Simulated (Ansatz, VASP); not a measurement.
One calculation of Cr, two programs

Contents of INCAR:

```
  PREC = Accurate
  ENCUT = 600
  EDIFF = 1E-6
  ISMEAR = -1
  SIGMA = 0.05
  LREAL = F
  LASPH = T
  NELM = 200
  ALGO = Normal
  ISIF = 2
  LWAVE = F
  LCHARG = F
  ISPIN = 2
  MAGMOM = 3.8
  LORBIT = 11
  NUPDOWN = 3.8
  LMAXMIX = 4
  GGA = PS
  NBANDS = 17
  GGA_COMPAT = F
```

The input KPOINTS:

```
regular mesh
0
Gamma
  10 10 10
```

The input POSCAR:

```
Cr
1.0
   -1.4844496776      1.4844496776      1.4844496776
    1.4844496776     -1.4844496776      1.4844496776
    1.4844496776      1.4844496776     -1.4844496776
Cr
1
Direct
    0.0000000000      0.0000000000      0.0000000000
```

File input.yaml:

```yaml
crystal:
  lattice:
    - [-1.4844496776, 1.4844496776, 1.4844496776]
    - [1.4844496776, -1.4844496776, 1.4844496776]
    - [1.4844496776, 1.4844496776, -1.4844496776]
  atoms:
    - { symbol: Cr, position: [0.0, 0.0, 0.0], spin: 3.8 }
hamiltonian:
  xc: pbesol
  pseudopotentials: { kind: paw }
magnetization:
  spin_polarized: true
  initial_magnetization: 3.8
  spin_locking: { lock_magnetization: hard }
kpoints:
  mp_grid: { grid: [10, 10, 10] }
scf:
  occupations: { method: fermi_dirac, width: 0.05 }
  lower_state_search: "off"
output:
  forces: true
  stress: true
  eigenvalues: true
```

Alike in both runs: task single point; functional PBEsol; k mesh 10 × 10 × 10; occupations fermi-dirac, width 0.05 eV; collinear spin; fixed moment 3.8 μB.

```csv
,VASP,Ansatz
version,VASP 6.6.1,Ansatz 0.2.0
potentials or method,"VASP PAW PBE potentials, release 64 (Cr_sv)",Ansatz PAW
plane-wave cutoff (eV),600,420
valence electrons in the cell,14,14
```

Ansatz gave:

* net moment per atom (μB): 3.80
* size of the moment on the site where the two differ most (μB): 3.29

Q: What did VASP give for the same quantities?

A: net moment per atom (μB): 3.80; size of the moment on the site where the two differ most (μB): 3.06.

VASP's potentials were made for PBE, not for PBEsol. Site moments also hang on the region over which each program counts them. The functional is the same, so the differences come from potentials, cutoffs and numerics.
